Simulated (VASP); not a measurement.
A run of VASP 6.6.1:

Contents of INCAR:

```
PREC     = Accurate       # precision mode
ENCUT    = 600            # plane-wave cutoff, eV
EDIFF    = 1E-6           # SCF threshold, eV
ISMEAR   = 0              # smearing method
SIGMA    = 0.1            # smearing width, eV
LREAL    = F              # projectors in reciprocal space
LASPH    = T              # aspherical terms in the spheres
NELM     = 120            # most SCF steps
ALGO     = Normal         # electronic algorithm
ISIF     = 2              # what is computed and relaxed
LWAVE    = F              # write WAVECAR
LCHARG   = F              # write CHGCAR
GGA      = PS             # functional
NBANDS   = 16             # bands
GGA_COMPAT= F
```

KPOINTS

```
Automatic mesh
0
Gamma
  18 18 18
```

Contents of POSCAR:

```
TiN
1.0
    0.0000000000      2.0807329341      2.0807329341
    2.0807329341      0.0000000000      2.0807329341
    2.0807329341      2.0807329341      0.0000000000
Ti N
1 1
Direct
    0.0000000000      0.0000000000      0.0000000000
    0.5000000000      0.5000000000      0.5000000000
```

Potentials or basis: VASP PAW PBE potentials, release 64 (Ti_sv, N).

Launch:

```bash
$ cat potpaw_PBE.64/Ti_sv/POTCAR potpaw_PBE.64/N/POTCAR > POTCAR
$ mpirun -np 1 vasp_std > vasp.out
```

Hardware: 1 thread of Intel Xeon 8259CL, with other jobs on the host.

Estimate the wall time of this run.

Wall time 69 s on 1 thread of Intel Xeon 8259CL (shared host), peak memory 0.19 GiB. Counts: scf iterations 15, k points 195.
